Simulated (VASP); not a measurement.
## Ir: single point with r2SCAN

Crystal: Ir.

```
Ir
1.0
     0.00000    1.92930    1.91970
     1.91970    0.00000    1.91970
     1.91970    1.92930    0.00000
Ir
1
Direct
  0.00000 0.00000 0.00000
```

This cell differs from its parent crystal: strain +0.0050 x Voigt [0, 1, 0, 0, 0, 0].

```
Program             : VASP 6.6.1
Task                : single point
Functional          : r2SCAN
Potentials or basis : VASP PAW PBE potentials, release 64 (Ir)
Cutoff              : 520 eV
k mesh              : 22 × 22 × 22
Occupations         : gaussian, width 0.15 eV
Spin                : no spin polarisation
```

```json
{
 "Pressure": "2.2 GPa",
 "Band gap on the k mesh": "zero (an odd number of electrons rules out a gap without spin polarisation)"
}
```

Stress tensor (GPa, compression positive):
```
2.78 0.00 0.00
0.00 0.92 0.00
0.00 0.00 2.78
```

Levels at points of the mesh, in eV from the Fermi level:
```
           k point  band 2  band 3  band 4  band 5  band 6  band 7
(0.00, 0.00, 0.00)   -3.99   -3.92   -3.92   -1.30   -1.21   15.14
(0.50, 0.00, 0.00)   -4.13   -4.06   -0.66    0.93    0.97    7.64
(0.50, 0.50, 0.00)   -7.55    0.85    1.55    1.61    1.84   11.07
(0.50, 0.00, 0.50)   -7.54    0.86    1.58    1.58    1.73   10.93
```

It took 4.5 min on 1 thread of Intel(R) Xeon(R) Platinum 8375C CPU @ 2.90GHz (Ice Lake), with other jobs on the host, peak memory 0.24 GiB.

Caveat: the cell differs from its parent crystal (strain +0.0050 x Voigt [0, 1, 0, 0, 0, 0]); the PAW data sets were made with another functional, which shifts forces and pressure a little; spin-orbit coupling is left out, which moves the levels of the heavy elements.
